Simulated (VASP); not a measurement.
# AlAs (F-43m) in VASP: notebook

Aim: see how the results for AlAs move with the level of theory and the settings. Levels: PBE, PBEsol. Tasks: relaxation of cell and atoms, single point.

All numbers are computed with VASP 6.6.1; they aren't measurements. Logs are shortened: lines on timing, memory, paths and dates and some standing lists are left out, and cuts for length are marked.

**1. The cell of the first run**

The structure is cubic, space group F-43m (No. 216). The conventional cell has a = 5.661 Å, b = 5.661 Å, c = 5.661 Å, α = 90.00°, β = 90.00°, γ = 90.00°. Within 3.2 Å of Al (site symmetry -43m) lie 4 As at 2.45 Å. As (site symmetry -43m) has 4 Al at 2.45 Å within 3.2 Å.

**2. Relaxation of cell and atoms, PBE**

INCAR reads:

```
SYSTEM = AlAs
ALGO     = Normal         ! electronic algorithm
EDIFF    = 1E-7           ! SCF threshold, eV
EDIFFG   = -0.01          ! ionic threshold
ENCUT    = 600            ! plane-wave cutoff, eV
GGA      = PE             ! functional
IBRION   = 2              ! ionic algorithm
ISIF     = 3              ! what is computed and relaxed
ISMEAR   = 0              ! smearing method
LASPH    = .True.         ! aspherical terms in the spheres
LCHARG   = .False.        ! write CHGCAR
LREAL    = .False.        ! projectors in reciprocal space
LWAVE    = .False.        ! write WAVECAR
NELM     = 100            ! most SCF steps
NSW      = 100            ! ionic steps
PREC     = Accurate       ! precision mode
SIGMA    = 0.02           ! smearing width, eV
```

KPOINTS reads:

```
k-points
0
Gamma
  8 8 8
  0 0 0
```

POSCAR reads:

```
AlAs
1.0
    0.0000000000      2.8304000000      2.8304000000
    2.8304000000      0.0000000000      2.8304000000
    2.8304000000      2.8304000000      0.0000000000
Al As
1 1
Direct
    0.0000000000      0.0000000000      0.0000000000
    0.2500000000      0.2500000000      0.2500000000
```

Potentials or basis: VASP PAW PBE potentials, release 64 (Al, As).

On the command line:

```sh
$ cat potpaw_PBE.64/Al/POTCAR potpaw_PBE.64/As/POTCAR > POTCAR
$ mpirun -np 1 vasp_std > vasp.out
```

OUTCAR:

```text
SYSTEM = AlAs
   EDIFF = 1E-7
   EDIFFG = -0.01
   ENCUT = 600
   GGA = PE
   IBRION = 2
   ISIF = 3
   ISMEAR = 0
   LASPH = .True.
   LREAL = .False.
   NELM = 100
   NSW = 100
   PREC = Accurate

 ion  position               nearest neighbor table
   1  0.000  0.000  0.000-   2 2.45   2 2.45   2 2.45   2 2.45
   2  0.250  0.250  0.250-   1 2.45   1 2.45   1 2.45   1 2.45

  LATTYP: Found a face centered cubic cell.
 ALAT       =     5.6608000000

  Lattice vectors:

 A1 = (   0.0000000000,   2.8304000000,   2.8304000000)
 A2 = (   2.8304000000,   0.0000000000,   2.8304000000)
 A3 = (   2.8304000000,   2.8304000000,   0.0000000000)

Analysis of symmetry for initial positions (statically):
=====================================================================
 Subroutine PRICEL returns:
 Original cell was already a primitive cell.

 Routine SETGRP: Setting up the symmetry group for a
 face centered cubic supercell.

 Subroutine GETGRP returns: Found 24 space group operations
 (whereof 24 operations were pure point group operations)
 out of a pool of 48 trial point group operations.

The static configuration has the point symmetry T_d .

Analysis of symmetry for dynamics (positions and initial velocities):
=====================================================================
 Subroutine PRICEL returns:
 Original cell was already a primitive cell.

 Routine SETGRP: Setting up the symmetry group for a
 face centered cubic supercell.

 Subroutine GETGRP returns: Found 24 space group operations
 (whereof 24 operations were pure point group operations)
 out of a pool of 48 trial point group operations.

The dynamic configuration has the point symmetry T_d .

 Subroutine INISYM returns: Found 24 space group operations
 (whereof 24 operations are pure point group operations),
 and found     1 'primitive' translations

----------------------------------------------------------------------------------------

                                     Primitive cell

  volume of cell :      45.3496

  direct lattice vectors                    reciprocal lattice vectors
     0.000000000  2.830400000  2.830400000    -0.176653477  0.176653477  0.176653477
     2.830400000  0.000000000  2.830400000     0.176653477 -0.176653477  0.176653477
     2.830400000  2.830400000  0.000000000     0.176653477  0.176653477 -0.176653477

  length of vectors
     4.002790067  4.002790067  4.002790067     0.305972797  0.305972797  0.305972797

  position of ions in fractional coordinates (direct lattice)
     0.000000000  0.000000000  0.000000000
     0.250000000  0.250000000  0.250000000

  ion indices of the primitive-cell ions
   primitive index   ion index
                 1           1
                 2           2

----------------------------------------------------------------------------------------

 KPOINTS: k-points

Automatic generation of k-mesh.
 Grid dimensions read from file:
 generate k-points for:    8    8    8

 Generating k-lattice:

  Cartesian coordinates                     Fractional coordinates (reciprocal lattice)
    -0.022081685  0.022081685  0.022081685     0.125000000  0.000000000  0.000000000
     0.022081685 -0.022081685  0.022081685     0.000000000  0.125000000  0.000000000
     0.022081685  0.022081685 -0.022081685     0.000000000  0.000000000  0.125000000

  Length of vectors
     0.038246600  0.038246600  0.038246600

  Shift w.r.t. Gamma in fractional coordinates (k-lattice)
     0.000000000  0.000000000  0.000000000

 Subroutine IBZKPT returns following result:
 ===========================================

 Found     29 irreducible k-points:

 Following reciprocal coordinates:
            Coordinates               Weight
  0.000000  0.000000  0.000000      1.000000
  0.125000  0.000000  0.000000      8.000000
  0.250000  0.000000  0.000000      8.000000
  0.375000  0.000000  0.000000      8.000000
  0.500000  0.000000  0.000000      4.000000
  0.125000  0.125000  0.000000      6.000000
[... 16 lines left out ...]
  0.500000  0.250000  0.125000     48.000000
 -0.375000  0.250000  0.125000     24.000000
 [... further k-points ...]
   k-points           NKPTS =     29   k-points in BZ     NKDIM =     29   number of bands    NBANDS=      8
   number of dos      NEDOS =    301   number of ions     NIONS =      2
   total plane-waves  NPLWV =  32768
   dimension x,y,z NGX =    32 NGY =   32 NGZ =   32
   dimension x,y,z NGXF=    64 NGYF=   64 NGZF=   64
   ions per type =               1   1
   NGX,Y,Z   is equivalent  to a cutoff of  13.29, 13.29, 13.29 a.u.
   NGXF,Y,Z  is equivalent  to a cutoff of  26.58, 26.58, 26.58 a.u.
 SYSTEM =  AlAs
   PREC   = accura    normal or accurate (medium, high low for compatibility)
   ISTART =      0    job   : 0-new  1-cont  2-samecut
   ICHARG =      2    charge: 1-file 2-atom 10-const
   ISPIN  =      1    spin polarized calculation?
   LNONCOLLINEAR =      F non collinear calculations
   LSORBIT =      F    spin-orbit coupling
   LASPH  =      T    aspherical Exc in radial PAW
   ENCUT  =  600.0 eV  44.10 Ry    6.64 a.u.   7.99  7.99  7.99*2*pi/ulx,y,z
   NELM   =    100;   NELMIN=  2; NELMDL= -5     # of ELM steps
   EDIFF  = 0.1E-06   stopping-criterion for ELM
   LREAL  =      F    real-space projection
   EDIFFG = -.1E-01   stopping-criterion for IOM
   NSW    =    100    number of steps for IOM
   IBRION =      2    ionic relax: 0-MD 1-quasi-New 2-CG
   NFREE  =      1    steps in history (QN), initial steepest desc. (CG)
   ISIF   =      3    stress and relaxation
   ISYM   =      2    0-nonsym 1-usesym 2-fastsym
   POTIM  = 0.5000    time-step for ionic-motion
   TEBEG  =    0.0;   TEEND  =   0.0 temperature during run
   PSTRESS=    0.0 pullay stress
   NELECT =       8.0000    total number of electrons
   NUPDOWN=      -1.0000    fix difference up-down
   EMIN   =  10.00;   EMAX   =-10.00  energy-range for DOS
   EFERMI =   0.00;   METHOD = LEGACY
   ISMEAR =     0;   SIGMA  =   0.02  broadening in eV -4-tet -1-fermi 0-gaus
   EFERMI_NEDOS =   21; number of points for ismear=-14 and -15
   IALGO  =     38    algorithm
   IMIX   =      4    mixing-type and parameters
     AMIX     =   0.40;   BMIX     =  1.00
     AMIX_MAG =   1.60;   BMIX_MAG =  1.00
  volume/ion in A,a.u.               =      22.67       153.02
  Fermi-wavevector in a.u.,A,eV,Ry     =   0.918150  1.735052 11.469706  0.843000
  Thomas-Fermi vector in A             =   2.043199
   LORBIT       =      0    0 simple, 1 ext, 2 COOP (PROOUT), +10 PAW based schemes
   GGA     = PE    functional components
   LHFCALC =     F    Hartree Fock is set to
   AEXX    =    0.0000 exact exchange contribution
   IVDW    =     0    specifies the selected vdW correction
   LEPSILON=     F    determine dielectric tensor
   LRPA    =     F    only Hartree local field effects (RPA)
 conjugate gradient relaxation of ions
 non-spin polarized calculation
 Gauss-broadening in eV      SIGMA  =   0.02
  energy-cutoff  :      600.00
  volume of cell :       45.35
 maximum number of plane-waves:      1540
   NGX = 15   NGY = 15   NGZ = 15

--------------------------------------- Ionic step        1  -------------------------------------------

 number of electron       8.0000001 magnetization

 Free energy of the ion-electron system (eV)
  ---------------------------------------------------
  ext. energy  EPLUGINS =         0.00000000
  ---------------------------------------------------
  free energy    TOTEN  =        -9.37347862 eV

  energy without entropy =       -9.37347862  energy(sigma->0) =       -9.37347862

 E-fermi :   4.0304     XC(G=0):  -9.0416

 val. band max:        3.8895037693   @ k =   0.0000   0.0000   0.0000
 cond. band min:       5.3240933764   @ k =   0.5000   0.5000   0.0000
 fundamental gap:      1.4345896071
 Fermi energy:         4.0304195689

 k-point     1 :       0.0000    0.0000    0.0000
  band No.  band energies     occupation
      1      -7.9753      2.00000
      2       3.8895      2.00000
      3       3.8895      2.00000
      4       3.8895      2.00000
      5       5.9506      0.00000
      6       8.1765      0.00000
      7       8.1765      0.00000
      8       8.1765      0.00000

 k-point     2 :       0.1250    0.0000    0.0000
  band No.  band energies     occupation
      1      -7.8224      2.00000
      2       2.4638      2.00000
      3       3.7283      2.00000
      4       3.7283      2.00000
      5       6.6911      0.00000
      6       8.4588      0.00000
      7       8.4588      0.00000
      8       8.5867      0.00000
[... 300 lines left out ...]
 POSITION                                       TOTAL-FORCE (eV/Angst)
 -----------------------------------------------------------------------------------
      0.00000      0.00000      0.00000        -0.000000     -0.000000     -0.000000
      1.44196      1.44196      1.44196         0.000000      0.000000      0.000000
 -----------------------------------------------------------------------------------
    total drift:                               -0.000000     -0.000000     -0.000000

  FREE ENERGIE OF THE ION-ELECTRON SYSTEM (eV)
  ---------------------------------------------------
  free  energy   TOTEN  =        -9.3848305031 eV

  energy  without entropy=       -9.3848305031  energy(sigma->0) =       -9.38483050

--------------------------------------- Ionic step        3  -------------------------------------------

 number of electron       8.0000000 magnetization

 Free energy of the ion-electron system (eV)
  ---------------------------------------------------
  ext. energy  EPLUGINS =         0.00000000
  ---------------------------------------------------
  free energy    TOTEN  =        -9.38810478 eV

  energy without entropy =       -9.38810478  energy(sigma->0) =       -9.38810478

 E-fermi :   3.7251     XC(G=0):  -8.8948

 val. band max:        3.5732706478   @ k =   0.0000   0.0000   0.0000
 cond. band min:       5.0718846316   @ k =   0.5000   0.5000   0.0000
 fundamental gap:      1.4986139838
 Fermi energy:         3.7251250322

 k-point     1 :       0.0000    0.0000    0.0000
  band No.  band energies     occupation
      1      -8.0839      2.00000
      2       3.5733      2.00000
      3       3.5733      2.00000
      4       3.5733      2.00000
      5       5.3364      0.00000
      6       7.7959      0.00000
      7       7.7959      0.00000
      8       7.7959      0.00000

 k-point     2 :       0.1250    0.0000    0.0000
  band No.  band energies     occupation
      1      -7.9384      2.00000
      2       2.1487      2.00000
      3       3.4181      2.00000
      4       3.4181      2.00000
      5       6.1398      0.00000
      6       8.0682      0.00000
      7       8.0682      0.00000
      8       8.1500      0.00000
[... 264 lines left out ...]
 POSITION                                       TOTAL-FORCE (eV/Angst)
 -----------------------------------------------------------------------------------
      0.00000      0.00000      0.00000         0.000000      0.000000      0.000000
      1.43317      1.43317      1.43317        -0.000000     -0.000000     -0.000000
 -----------------------------------------------------------------------------------
    total drift:                               -0.000000     -0.000000     -0.000000

  FREE ENERGIE OF THE ION-ELECTRON SYSTEM (eV)
  ---------------------------------------------------
  free  energy   TOTEN  =        -9.3881047806 eV

  energy  without entropy=       -9.3881047806  energy(sigma->0) =       -9.38810478

 reached required accuracy - stopping structural energy minimisation
```

Wall time 18 s (1 thread of AMD EPYC 9R45 (Zen 5), shared host); peak memory 0.16 GiB.

Results:

| Item | Value |
| --- | --- |
| Free energy | -9.3881 eV |
| Relaxed volume | 23.55 Å³/atom |
| Relaxed cell | a = 4.054 Å, b = 4.054 Å, c = 4.054 Å, α = 60.00°, β = 60.00°, γ = 60.00° |
| Space group after relaxing (to 0.05 Å) | F-43m (No. 216) |
| Energy gained by relaxing | 7.3 meV/atom |
| Ionic steps | 3 |
| Pressure after relaxing | 0.0 GPa |
| Band gap on the k mesh | 1.50 eV, indirect (least direct gap 1.76 eV) |

Step by step:
```csv
step,energy change (eV),largest force (eV/Å),pressure (GPa),volume (Å³)
1,0.0000,0.0000,2.77,45.35
2,-0.0114,0.0000,-1.18,47.97
3,-0.0146,0.0000,0.01,47.10
```

Final structure:
```
Al As
1.0
     0.00000    2.86635    2.86635
     2.86635    0.00000    2.86635
     2.86635    2.86635    0.00000
Al As
1 1
Direct
  0.00000 0.00000 0.00000
  0.25000 0.25000 0.25000
```

Levels at points of the mesh, in eV from the valence-band top:
```tsv
k point	band 2	band 3	band 4	band 5	band 6	band 7
(0.00, 0.00, 0.00)	0.00	0.00	0.00	1.76	4.22	4.22
(0.50, 0.00, 0.00)	-5.41	-0.80	-0.80	2.00	4.65	4.65
(0.50, 0.50, 0.00)	-5.30	-2.09	-2.09	1.50	2.29	10.04
```

(Part 1 of 2 ends here.)
